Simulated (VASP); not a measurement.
Here is a VASP 6.6.1 calculation.

File INCAR:

```
  ALGO = Normal
  EDIFF = 1E-6
  ENCUT = 520
  GGA = PE
  ISIF = 2
  ISMEAR = 0
  LASPH = T
  LCHARG = F
  LREAL = F
  LWAVE = F
  NBANDS = 24
  NELM = 60
  PREC = Accurate
  SIGMA = 0.15
```

The input KPOINTS:

```
k-points
0
Gamma
  15 15 8
```

POSCAR

```
TaN
1.0
    3.6247390016      0.0000000000      0.0000000000
   -1.8123695008      2.7296661369      0.0000000000
    0.0000000000      0.0000000000      5.1872384312
Ta N
2 2
Direct
    0.3333333333      0.6666666667      0.0304880884
    0.6666666667      0.3333333333      0.5304880884
    0.3333333333      0.6666666667      0.3545119116
    0.6666666667      0.3333333333      0.8545119116
```

Potentials or basis: VASP PAW PBE potentials, release 64 (Ta_pv, N).

Command:

```bash
$ cat potpaw_PBE.64/Ta_pv/POTCAR potpaw_PBE.64/N/POTCAR > POTCAR
$ mpirun -np 1 vasp_std > vasp.out
```

Q: What does it give for the largest force?

A: 10.285 eV/Å.

Q: What does it give for the pressure?

A: 42.8 GPa.

Q: Predict the band gap on the k mesh.

A: Zero (bands 16 and 17 overlap by 1.58 eV).

Forces on the atoms (eV/Å):
```
Ta    0.000  -1.984 -10.092
Ta    0.000   1.984 -10.092
N     0.000  -1.189  10.092
N     0.000   1.189  10.092
```

Caveat: the cell differs from its parent crystal (strain +e along x and -e along y +0.0750, strain +e along z and -e/2 along x and y -0.1500); the stress differs along the axes, from -14 to 129 GPa; spin-orbit coupling is left out, which moves the levels of the heavy elements; forces of over 1 eV/Å act on the atoms, so gaps and moduli don't describe the material at rest.
